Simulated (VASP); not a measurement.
## TiPt3: electric field gradients with PBEsol

The system is TiPt3.

```xyz
4
Lattice="3.9749 0.0000 0.0000 0.0000 3.9749 0.0000 0.0000 0.0000 3.8970" Properties=species:S:1:pos:R:3 pbc="T T T"
Ti    0.0000    0.0000    0.0000
Pt    0.0000    1.9875    1.9485
Pt    1.9875    0.0000    1.9485
Pt    1.9875    1.9875    0.0000
```

This cell differs from its parent crystal: equal xx and yy strain of +2 %.

| Quantity | Value |
| --- | --- |
| Program | VASP 6.6.1 |
| Task | electric field gradients |
| Functional | PBEsol |
| Potentials or basis | VASP PAW PBE potentials, release 64 (Ti_sv, Pt) |
| Cutoff | 520 eV |
| k mesh | 9 × 9 × 9 |
| Occupations | fermi-dirac, width 0.05 eV |
| Spin | no spin polarisation |
| Dipole correction | no |
| Further INCAR settings | ALGO = Normal; EDIFF = 1e-08; NBANDS = 29 |

The pressure is -9.3 GPa, the band gap on the k mesh is zero (bands 21 and 22 overlap by 1.47 eV) and the largest electric field gradient by atom is Ti -1.2; Pt -63.7, -64.3 (each value once) V/Å².

Stress tensor (GPa, compression positive):
```
-10.34   0.00   0.00
  0.00 -10.34   0.00
  0.00   0.00  -7.29
```

Levels at points of the mesh, in eV from the Fermi level:
```csv
k point,band 17,band 18,band 19,band 20,band 21,band 22,band 23,band 24,band 25,band 26
"(0.00, 0.00, 0.00)",-0.54,-0.11,0.06,0.06,1.28,1.33,1.42,1.42,1.81,1.85
```

Electric field gradients, principal values (V/Å²):
```csv
atom,least,middle,greatest (by size)
1 Ti,0.612,0.612,-1.225
2 Pt,22.780,40.929,-63.708
3 Pt,22.780,40.929,-63.708
4 Pt,32.161,32.161,-64.323
```

It took 100 s on 1 thread of Intel(R) Xeon(R) Platinum 8488C (Sapphire Rapids), on a shared host, peak memory 0.25 GiB.

Caveat: the cell differs from its parent crystal (equal xx and yy strain of +2 %); the cell stands under tension; without QUAD_EFG the Cq values of the log hold for a quadrupole moment of 1 mb, not for the nuclei; the PAW data sets were made with another functional, which shifts forces and pressure a little; spin-orbit coupling is left out, which moves the levels of the heavy elements.
